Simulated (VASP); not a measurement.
# MgO (P-6m2) in VASP: single point with LDA

Aim: the single point of MgO with LDA.

All numbers are computed with VASP 6.6.1; they aren't measurements. Logs are shortened: lines on timing, memory, paths and dates and some standing lists are left out, and cuts for length are marked.

## Step 1: The cell of the first run

The structure is hexagonal, space group P-6m2 (No. 187). The conventional cell has a = 2.938 Å, b = 2.938 Å, c = 2.680 Å, α = 90.00°, β = 90.00°, γ = 120.00°. Mg (site symmetry -6m2) has 6 O at 2.16 Å and 8 Mg at 2.68 to 2.94 Å within 3.0 Å. Within 3.0 Å of O (site symmetry -6m2) lie 6 Mg at 2.16 Å and 8 O at 2.68 to 2.94 Å.

## Step 2: Single point, LDA

File INCAR:

```
  PREC = Accurate
  ENCUT = 840
  EDIFF = 1E-6
  ISMEAR = 0
  SIGMA = 0.01
  LREAL = False
  LASPH = True
  NELM = 120
  ALGO = Normal
  ISIF = 2
  LWAVE = False
  LCHARG = False
  NBANDS = 15
  GGA_COMPAT = False
```

File KPOINTS:

```
Automatic mesh
0
Gamma
  12 12 6
```

File POSCAR:

```
MgO
1.0
    2.9380210000      0.0000000000      0.0000000000
   -1.4690100000      2.5444010000      0.0000000000
    0.0000000000      0.0000000000      2.6796800000
Mg O
1 1
Direct
    0.0000000000      0.0000000000      0.0000000000
    0.3333333333      0.6666666667      0.5000000000
```

Potentials or basis: VASP PAW LDA potentials, release 64 (Mg_sv, O).

Started as:

```sh
> cat potpaw_LDA.64/Mg_sv/POTCAR potpaw_LDA.64/O/POTCAR > POTCAR
> mpirun -np 1 vasp_std > vasp.out
```

OUTCAR:

```text
PREC = Accurate
   ENCUT = 840
   EDIFF = 1E-6
   ISMEAR = 0
   LREAL = False
   LASPH = True
   NELM = 120
   ISIF = 2

 ion  position               nearest neighbor table
   1  0.000  0.000  0.000-
   2  0.333  0.667  0.500-

  LATTYP: Found a hexagonal cell.
 ALAT       =     2.9380210000
 C/A-ratio  =     0.9120697231

  Lattice vectors:

 A1 = (   2.9380210000,   0.0000000000,   0.0000000000)
 A2 = (  -1.4690100000,   2.5444010000,   0.0000000000)
 A3 = (   0.0000000000,   0.0000000000,   2.6796800000)

Analysis of symmetry for initial positions (statically):
=====================================================================
 Subroutine PRICEL returns:
 Original cell was already a primitive cell.

 Routine SETGRP: Setting up the symmetry group for a
 hexagonal supercell.

 Subroutine GETGRP returns: Found 12 space group operations
 (whereof 12 operations were pure point group operations)
 out of a pool of 24 trial point group operations.

The static configuration has the point symmetry D_3h.

Analysis of symmetry for dynamics (positions and initial velocities):
=====================================================================
 Subroutine PRICEL returns:
 Original cell was already a primitive cell.

 Routine SETGRP: Setting up the symmetry group for a
 hexagonal supercell.

 Subroutine GETGRP returns: Found 12 space group operations
 (whereof 12 operations were pure point group operations)
 out of a pool of 24 trial point group operations.

The dynamic configuration has the point symmetry D_3h.

 Subroutine INISYM returns: Found 12 space group operations
 (whereof 12 operations are pure point group operations),
 and found     1 'primitive' translations

----------------------------------------------------------------------------------------

                                     Primitive cell

  volume of cell :      20.0320

  direct lattice vectors                    reciprocal lattice vectors
     2.938021000  0.000000000  0.000000000     0.340365164  0.196509839  0.000000000
    -1.469010000  2.544401000  0.000000000     0.000000000  0.393019811  0.000000000
     0.000000000  0.000000000  2.679680000     0.000000000  0.000000000  0.373178887

  length of vectors
     2.938021000  2.938020903  2.679680000     0.393019798  0.393019811  0.373178887

  position of ions in fractional coordinates (direct lattice)
     0.000000000  0.000000000  0.000000000
     0.333333333  0.666666667  0.500000000

  ion indices of the primitive-cell ions
   primitive index   ion index
                 1           1
                 2           2

----------------------------------------------------------------------------------------

 KPOINTS: Automatic mesh

Automatic generation of k-mesh.
 Grid dimensions read from file:
 generate k-points for:   12   12    6

 Generating k-lattice:

  Cartesian coordinates                     Fractional coordinates (reciprocal lattice)
     0.028363764  0.016375820  0.000000000     0.083333333  0.000000000  0.000000000
     0.000000000  0.032751651  0.000000000     0.000000000  0.083333333  0.000000000
     0.000000000  0.000000000  0.062196481     0.000000000  0.000000000  0.166666667

  Length of vectors
     0.032751650  0.032751651  0.062196481

  Shift w.r.t. Gamma in fractional coordinates (k-lattice)
     0.000000000  0.000000000  0.000000000

 Subroutine IBZKPT returns following result:
 ===========================================

 Found     76 irreducible k-points:

 Following reciprocal coordinates:
            Coordinates               Weight
  0.000000  0.000000  0.000000      1.000000
  0.083333  0.000000  0.000000      6.000000
  0.166667  0.000000  0.000000      6.000000
  0.250000  0.000000  0.000000      6.000000
  0.333333  0.000000  0.000000      6.000000
  0.416667  0.000000  0.000000      6.000000
[... 16 lines left out ...]
  0.250000  0.000000  0.166667     12.000000
  0.333333  0.000000  0.166667     12.000000
 [... further k-points ...]
   k-points           NKPTS =     76   k-points in BZ     NKDIM =     76   number of bands    NBANDS=     15
   number of dos      NEDOS =    301   number of ions     NIONS =      2
   total plane-waves  NPLWV =  21952
   dimension x,y,z NGX =    28 NGY =   28 NGZ =   28
   dimension x,y,z NGXF=    56 NGYF=   56 NGZF=   56
   ions per type =               1   1
   NGX,Y,Z   is equivalent  to a cutoff of  15.84, 15.84, 17.37 a.u.
   NGXF,Y,Z  is equivalent  to a cutoff of  31.69, 31.69, 34.74 a.u.
 SYSTEM =  unknown system
   PREC   = accura    normal or accurate (medium, high low for compatibility)
   ISTART =      0    job   : 0-new  1-cont  2-samecut
   ICHARG =      2    charge: 1-file 2-atom 10-const
   ISPIN  =      1    spin polarized calculation?
   LNONCOLLINEAR =      F non collinear calculations
   LSORBIT =      F    spin-orbit coupling
   LASPH  =      T    aspherical Exc in radial PAW
   ENCUT  =  840.0 eV  61.74 Ry    7.86 a.u.   6.94  6.94  6.33*2*pi/ulx,y,z
   NELM   =    120;   NELMIN=  2; NELMDL= -5     # of ELM steps
   EDIFF  = 0.1E-05   stopping-criterion for ELM
   LREAL  =      F    real-space projection
   EDIFFG = 0.1E-04   stopping-criterion for IOM
   NSW    =      0    number of steps for IOM
   IBRION =     -1    ionic relax: 0-MD 1-quasi-New 2-CG
   NFREE  =      0    steps in history (QN), initial steepest desc. (CG)
   ISIF   =      2    stress and relaxation
   ISYM   =      2    0-nonsym 1-usesym 2-fastsym
   POTIM  = 0.5000    time-step for ionic-motion
   TEBEG  =    0.0;   TEEND  =   0.0 temperature during run
   PSTRESS=    0.0 pullay stress
   NELECT =      16.0000    total number of electrons
   NUPDOWN=      -1.0000    fix difference up-down
   EMIN   =  10.00;   EMAX   =-10.00  energy-range for DOS
   EFERMI =   0.00;   METHOD = LEGACY
   ISMEAR =     0;   SIGMA  =   0.01  broadening in eV -4-tet -1-fermi 0-gaus
   EFERMI_NEDOS =   21; number of points for ismear=-14 and -15
   IALGO  =     38    algorithm
   IMIX   =      4    mixing-type and parameters
     AMIX     =   0.40;   BMIX     =  1.00
     AMIX_MAG =   1.60;   BMIX_MAG =  1.00
  volume/ion in A,a.u.               =      10.02        67.59
  Fermi-wavevector in a.u.,A,eV,Ry     =   1.518939  2.870379 31.391035  2.307176
  Thomas-Fermi vector in A             =   2.627992
   LORBIT       =      0    0 simple, 1 ext, 2 COOP (PROOUT), +10 PAW based schemes
   GGA     = CA    functional components
   LHFCALC =     F    Hartree Fock is set to
   AEXX    =    0.0000 exact exchange contribution
   IVDW    =     0    specifies the selected vdW correction
   LEPSILON=     F    determine dielectric tensor
   LRPA    =     F    only Hartree local field effects (RPA)
 non-spin polarized calculation
 Gauss-broadening in eV      SIGMA  =   0.01
  energy-cutoff  :      840.00
  volume of cell :       20.03
 maximum number of plane-waves:      1135
 NGX is ok and might be reduce to    28
   NGX = 13   NGY = 13   NGZ = 13

 number of electron      16.0000010 magnetization

 Free energy of the ion-electron system (eV)
  ---------------------------------------------------
  ext. energy  EPLUGINS =         0.00000000
  ---------------------------------------------------
  free energy    TOTEN  =       -12.49816974 eV

  energy without entropy =      -12.49816974  energy(sigma->0) =      -12.49816974

 E-fermi :   2.9485     XC(G=0): -11.5494

 val. band max:        2.7099051614   @ k =   0.3333   0.3333   0.0000
 cond. band min:       5.6687343338   @ k =   0.0000   0.0000   0.0000
 fundamental gap:      2.9588291724
 Fermi energy:         2.9484511536

 k-point     1 :       0.0000    0.0000    0.0000
  band No.  band energies     occupation
      1     -69.6685      2.00000
      2     -37.1423      2.00000
      3     -37.1423      2.00000
      4     -37.0860      2.00000
      5     -14.4380      2.00000
      6       2.1050      2.00000
      7       2.1050      2.00000
      8       2.3059      2.00000
      9       5.6687      0.00000
     10      14.3431      0.00000
     11      18.0163      0.00000
     12      18.0163      0.00000
     13      22.3737      0.00000
     14      23.2963      0.00000
     15      24.8797      0.00000

 k-point     2 :       0.0833    0.0000    0.0000
  band No.  band energies     occupation
      1     -69.6679      2.00000
      2     -37.1473      2.00000
      3     -37.1434      2.00000
      4     -37.0854      2.00000
      5     -14.3732      2.00000
      6       1.6166      2.00000
      7       2.0520      2.00000
      8       2.3283      2.00000
      9       6.1278      0.00000
     10      14.3612      0.00000
     11      17.2883      0.00000
     12      18.1958      0.00000
     13      23.1806      0.00000
     14      23.2485      0.00000
     15      24.9971      0.00000

 k-point     3 :       0.1667    0.0000    0.0000
  band No.  band energies     occupation
      1     -69.6665      2.00000
      2     -37.1609      2.00000
      3     -37.1465      2.00000
      4     -37.0839      2.00000
      5     -14.1907      2.00000
      6       0.6027      2.00000
      7       1.9112      2.00000
      8       2.3905      2.00000
      9       7.0589      0.00000
     10      14.1440      0.00000
     11      16.4510      0.00000
     12      18.6706      0.00000
     13      22.8495      0.00000
     14      23.5146      0.00000
     15      25.3953      0.00000

 k-point     4 :       0.2500    0.0000    0.0000
  band No.  band energies     occupation
      1     -69.6646      2.00000
      2     -37.1794      2.00000
      3     -37.1508      2.00000
      4     -37.0817      2.00000
      5     -13.9267      2.00000
      6      -0.4707      2.00000
      7       1.7277      2.00000
      8       2.4777      2.00000
      9       8.0009      0.00000
     10      13.4932      0.00000
     11      16.3003      0.00000
     12      19.2692      0.00000
     13      22.3662      0.00000
     14      23.2621      0.00000
     15      26.1988      0.00000
[... 307 lines left out ...]
 k-point    22 :       0.1667    0.0000    0.1667
  band No.  band energies     occupation
      1     -69.6634      2.00000
      2     -37.1576      2.00000
      3     -37.1436      2.00000
      4     -37.1139      2.00000
      5     -13.9552      2.00000
      6       0.4533      2.00000
      7       1.2605      2.00000
      8       2.0319      2.00000
      9       8.0445      0.00000
     10      14.2596      0.00000
     11      16.8860      0.00000
     12      18.8955      0.00000
     13      20.7886      0.00000
     14      23.7331      0.00000
     15      25.3691      0.00000

 k-point    23 :       0.2500    0.0000    0.1667
  band No.  band energies     occupation
      1     -69.6617      2.00000
      2     -37.1757      2.00000
      3     -37.1477      2.00000
      4     -37.1112      2.00000
      5     -13.7095      2.00000
      6      -0.2897      2.00000
      7       1.1993      2.00000
      8       1.8469      2.00000
      9       8.7608      0.00000
     10      13.6597      0.00000
     11      16.8037      0.00000
     12      19.2805      0.00000
     13      19.6028      0.00000
     14      24.2338      0.00000
     15      25.9317      0.00000

 k-point    24 :       0.3333    0.0000    0.1667
  band No.  band energies     occupation
      1     -69.6598      2.00000
      2     -37.1936      2.00000
      3     -37.1519      2.00000
      4     -37.1086      2.00000
      5     -13.4460      2.00000
      6      -1.1145      2.00000
      7       1.3557      2.00000
      8       1.6709      2.00000
      9       9.2518      0.00000
     10      13.0769      0.00000
     11      16.9105      0.00000
     12      18.9477      0.00000
     13      19.5134      0.00000
     14      25.0664      0.00000
     15      25.4781      0.00000

 [... further k-points ...]
[... 5 lines left out ...]
  --------------------------------------------------------------------------------------
  -------------------------------------------------------------------------------------
  Total       -1.0840087     -1.0840089     -1.2196166     -0.0000002      0.0000000      0.0000000
  in kB      -86.7001742    -86.7001863    -97.5462397     -0.0000170      0.0000000      0.0000000
  external PRESSURE =     -90.3155334 kB  Pullay stress =       0.0000000 kB

 VOLUME and BASIS-vectors are now :
 -----------------------------------------------------------------------------
  energy-cutoff  :      840.00
  volume of cell :       20.03
      direct lattice vectors                 reciprocal lattice vectors
     2.938021000  0.000000000  0.000000000     0.340365164  0.196509839  0.000000000
    -1.469010000  2.544401000  0.000000000     0.000000000  0.393019811  0.000000000
     0.000000000  0.000000000  2.679680000     0.000000000  0.000000000  0.373178887

 POSITION                                       TOTAL-FORCE (eV/Angst)
 -----------------------------------------------------------------------------------
      0.00000      0.00000      0.00000         0.000000      0.000000      0.000000
      0.00000      1.69627      1.33984        -0.000000      0.000000      0.000000
 -----------------------------------------------------------------------------------
    total drift:                                0.000006     -0.000002     -0.000000

  FREE ENERGIE OF THE ION-ELECTRON SYSTEM (eV)
  ---------------------------------------------------
  free  energy   TOTEN  =       -12.4981697436 eV

  energy  without entropy=      -12.4981697436  energy(sigma->0) =      -12.49816974
```

Wall time 22 s (1 thread of AMD EPYC 9R45 (Zen 5), shared host); peak memory 0.13 GiB.

What came out:

```yaml
Free_energy: -12.4982 eV
Pressure: -9.0 GPa
Band_gap_on_the_k_mesh: 2.96 eV (least direct gap 3.36 eV)
```

Levels at points of the mesh, in eV from the valence-band top:
```csv
k point,band 4,band 5,band 6,band 7,band 8,band 9,band 10,band 11,band 12,band 13
"(0.00, 0.00, 0.00)",-39.80,-17.15,-0.60,-0.60,-0.40,2.96,11.63,15.31,15.31,19.66
"(0.50, 0.00, 0.00)",-39.79,-16.04,-4.94,-1.32,-0.05,6.45,10.38,12.89,17.51,18.62
"(0.00, 0.00, 0.50)",-39.84,-16.00,-5.41,-0.09,-0.09,8.16,8.88,17.30,17.30,18.26
"(0.50, 0.00, 0.50)",-39.86,-15.28,-3.74,-3.38,-0.83,5.64,11.21,13.75,14.64,14.94
```

Caveat: the cell stands under tension. A k mesh can miss the band edges.
